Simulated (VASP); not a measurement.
Set up this calculation in VASP 6.6.1, as the native input.

```yaml
Task: single point
Functional: PBEsol
Potentials_or_basis: VASP PAW PBE potentials, release 64 (F)
Cutoff: 520 eV
k_mesh: 14 × 14 × 14
Occupations: fermi-dirac, width 0.08 eV
Spin: no spin polarisation
Dipole_correction: no
Further_INCAR_settings: ALGO = Normal; EDIFF = 1e-07; NBANDS = 14
```

The structure of F lies in POSCAR:

```
F
1.0
    0.0000000000      2.1025938306      2.1025938306
    2.1025938306      0.0000000000      2.1025938306
    2.1025938306      2.1025938306      0.0000000000
F
2
Direct
   -0.1250000000     -0.1250000000     -0.1250000000
    0.1250000000      0.1250000000      0.1250000000
```

The input as run:

INCAR

```
SYSTEM = F
PREC = Accurate ; ENCUT = 520
EDIFF = 1E-7 ; ISMEAR = -1
SIGMA = 0.08 ; LREAL = .FALSE.
LASPH = .TRUE. ; NELM = 60
ALGO = Normal ; ISIF = 2
LWAVE = .FALSE. ; LCHARG = .FALSE.
GGA = PS ; NBANDS = 14
```

KPOINTS

```
Automatic mesh
0
G
  14 14 14
  0 0 0
```

Potentials or basis: VASP PAW PBE potentials, release 64 (F).

The run is started by

```console
$ cat potpaw_PBE.64/F/POTCAR > POTCAR
$ mpirun -np 1 vasp_std > vasp.out
```

Results of the run:

The pressure is 46.4 GPa and the band gap on the k mesh is zero (bands 7 and 8 overlap by 2.07 eV).

Caveat: the cell stands under pressure; the PAW data sets were made with another functional, which shifts forces and pressure a little.

It took 30 s on 1 thread of Intel Xeon 8259CL, on a shared host, peak memory 0.14 GiB.
